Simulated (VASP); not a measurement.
Set up this calculation in VASP 6.6.1, as the native input.

| Quantity | Value |
| --- | --- |
| Task | electric field gradients |
| Functional | PBE |
| Potentials or basis | VASP PAW PBE potentials, release 64 (Cs_sv, Ga_d, Se, O, F) |
| Cutoff | 520 eV |
| k mesh | 4 × 4 × 2 |
| Occupations | fermi-dirac, width 0.02 eV |
| Spin | no spin polarisation |
| Dipole correction | no |
| Further INCAR settings | LREAL = Auto; ALGO = Normal; EDIFF = 1e-08; NBANDS = 162 |

The structure of CsGa3Se2O6F6 lies in POSCAR:

```
CsGa3Se2O6F6
1.0
    7.1876000000      0.0000000000      0.0000000000
   -3.5938000000      6.2246441922      0.0000000000
    0.0000000000      0.0000000000     11.8681000000
Cs Ga Se O F
2 6 4 12 12
Direct
    0.6666666667      0.3333333333      0.0760300000
    0.3333333333      0.6666666667      0.5760300000
    0.6678000000      0.8339000000      0.2694700000
    0.8339000000      0.6678000000      0.7694700000
    0.1661000000      0.8339000000      0.2694700000
    0.3322000000      0.1661000000      0.7694700000
    0.1661000000      0.3322000000      0.2694700000
    0.8339000000      0.1661000000      0.7694700000
    0.0000000000      0.0000000000      0.4824000000
    0.0000000000      0.0000000000      0.9824000000
    0.3333333333      0.6666666667      0.0548000000
    0.6666666667      0.3333333333      0.5548000000
    0.7550000000      0.8775000000      0.4216000000
    0.8775000000      0.7550000000      0.9216000000
    0.1225000000      0.8775000000      0.4216000000
    0.2450000000      0.1225000000      0.9216000000
    0.1225000000      0.2450000000      0.4216000000
    0.8775000000      0.1225000000      0.9216000000
    0.5830000000      0.7915000000      0.1139000000
    0.7915000000      0.5830000000      0.6139000000
    0.2085000000      0.7915000000      0.1139000000
    0.4170000000      0.2085000000      0.6139000000
    0.2085000000      0.4170000000      0.1139000000
    0.7915000000      0.2085000000      0.6139000000
    0.8741000000      0.7482000000      0.2335000000
    0.1259000000      0.8741000000      0.7335000000
    0.2518000000      0.1259000000      0.2335000000
    0.1259000000      0.2518000000      0.7335000000
    0.8741000000      0.1259000000      0.2335000000
    0.7482000000      0.8741000000      0.7335000000
    0.4607000000      0.9214000000      0.3063000000
    0.5393000000      0.4607000000      0.8063000000
    0.0786000000      0.5393000000      0.3063000000
    0.5393000000      0.0786000000      0.8063000000
    0.4607000000      0.5393000000      0.3063000000
    0.9214000000      0.4607000000      0.8063000000
```

One way to write it, as run:

INCAR

```
PREC = Accurate ; ENCUT = 520
EDIFF = 1E-8 ; ISMEAR = -1
SIGMA = 0.02 ; LREAL = Auto
LASPH = T ; NELM = 100
ALGO = Normal ; ISIF = 2
LWAVE = F ; LCHARG = F
GGA = PE ; LEFG = T
NBANDS = 162
```

KPOINTS

```
regular mesh
0
Gamma
  4 4 2
```

Potentials or basis: VASP PAW PBE potentials, release 64 (Cs_sv, Ga_d, Se, O, F).

Command:

```sh
$ cat potpaw_PBE.64/Cs_sv/POTCAR potpaw_PBE.64/Ga_d/POTCAR potpaw_PBE.64/Se/POTCAR potpaw_PBE.64/O/POTCAR potpaw_PBE.64/F/POTCAR > POTCAR
$ mpirun -np 1 vasp_std > vasp.out
```

It gave:

```json
{
  "Pressure": "7.3 GPa",
  "Largest force": "1.516 eV/Å",
  "Band gap on the k mesh": "5.14 eV",
  "Largest electric field gradient by atom": "Cs +7.5; Ga -63.6; Se -372.0, -361.8 (each value once); O +140.2, +137.9 (each value once); F +126.5, +121.7 (each value once) V/Å²"
}
```

Caveat: the cell stands under pressure; without QUAD_EFG the Cq values of the log hold for a quadrupole moment of 1 mb, not for the nuclei; spin-orbit coupling is left out, which moves the levels of the heavy elements; forces of over 1 eV/Å act on the atoms, so gaps and moduli don't describe the material at rest.

It took 16 min on 1 thread of Intel(R) Xeon(R) 6975P-C (Granite Rapids), with other jobs on the host, peak memory 0.85 GiB.
